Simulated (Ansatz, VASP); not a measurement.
## Two plane-wave programs on Sc

INCAR

```
SYSTEM = Sc
PREC = Accurate
ENCUT = 520
EDIFF = 1E-6
ISMEAR = -1
SIGMA = 0.1
LREAL = .FALSE.
LASPH = .TRUE.
NELM = 100
ALGO = Normal
ISIF = 2
LWAVE = .FALSE.
LCHARG = .TRUE.
GGA = CA
LELF = .TRUE.
LVHAR = .TRUE.
NBANDS = 24
```

KPOINTS

```
regular mesh
0
G
  8 8 11
  0 0 0
```

POSCAR

```
Sc
1.0
    4.8346325002      0.0000000000      0.0000000000
   -2.4173162501      4.1869145632      0.0000000000
    0.0000000000      0.0000000000      3.0486851879
Sc
3
Direct
    0.0000000000      1.0000000000      0.0000000000
    0.3333333333      0.6666666667      0.5000000000
    0.6666666667      0.3333333333      0.5000000000
```

Input for Ansatz:

```yaml
crystal:
  lattice:
    - [4.8346325002, 0.0, 0.0]
    - [-2.4173162501, 4.1869145632, 0.0]
    - [0.0, 0.0, 3.0486851879]
  atoms:
    - { symbol: Sc, position: [0.0, 1.0, 0.0] }
    - { symbol: Sc, position: [0.3333333333, 0.6666666667, 0.5] }
    - { symbol: Sc, position: [0.6666666667, 0.3333333333, 0.5] }
hamiltonian:
  xc: lda
  pseudopotentials:
    kind: paw
    azcp:
      Sc: "pseudopotentials/Sc.paw.azcp"
basis:
  ecutwfc: 420
  fft_grid_basis: typed
kpoints:
  mp_grid: { grid: [8, 8, 11], shift: [0, 0, 0] }
magnetization:
  spin_polarized: false
scf:
  occupations: { method: fermi_dirac, width: 0.1 }
  lower_state_search: "off"
output:
  stress: true
```

Alike in both runs: task single point; functional LDA; k mesh 8 × 8 × 11; occupations fermi-dirac, width 0.1 eV; no spin polarisation.

|  | VASP | Ansatz |
| --- | --- | --- |
| version | VASP 6.6.1 | Ansatz 0.2.0 |
| potentials or method | VASP PAW LDA potentials, release 64 (Sc_sv), cutoff 520 eV | plane waves (420 eV) with PAW, scalar-relativistic |
| valence electrons in the cell | 33 | 33 |

Ansatz gave:

* pressure (GPa): 5.6
* traceless stress, the component that is largest in VASP (GPa): -0.07

Problem. Which values does VASP return?

Solution. Pressure (GPa): 5.8; traceless stress, the component that is largest in VASP (GPa): -0.10.

Ansatz warns that its potentials were made for another functional, while VASP's fit it. LDA's correlation is that of Perdew and Zunger in VASP and of Perdew and Wang (1992) in Ansatz.
